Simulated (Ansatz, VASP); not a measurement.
Cu: VASP beside Ansatz

```
CELL_PARAMETERS angstrom
2.58040 0.00000 0.00000
-1.29020 2.23469 0.00000
0.00000 0.00000 8.42385
ATOMIC_POSITIONS crystal
Cu 0.66667 0.33333 0.75000
Cu 0.00000 0.00000 0.50000
Cu 0.33333 0.66667 0.25000
Cu 0.00000 0.00000 0.00000
```

Change from the starting cell: volume scaled by 1.06.

Alike in both runs: task single point; functional LDA; k mesh 12 × 12 × 4; occupations fermi-dirac, width 0.05 eV; no spin polarisation.

```csv
,VASP,Ansatz
version,VASP 6.6.1,Ansatz 0.2.0
potentials or method,"VASP PAW LDA potentials, release 64 (Cu), cutoff 520 eV","all-electron LAPW, scalar-relativistic"
```

Ansatz gave:

```
gap on the k mesh at the Fermi level (eV)                     : none
pressure (GPa)                                                : -15.5
traceless stress, the component that is largest in VASP (GPa) : -0.40
```

Task: What did VASP give for the same quantities?

Result: gap on the k mesh at the Fermi level (eV): none; pressure (GPa): -14.7; traceless stress, the component that is largest in VASP (GPa): -0.46.

LDA's correlation is that of Perdew and Zunger in VASP and of Perdew and Wang (1992) in Ansatz. A gap of «none» marks a metal or a gap that the smearing closes. Ansatz ran all-electron here, and VASP with PAW potentials.
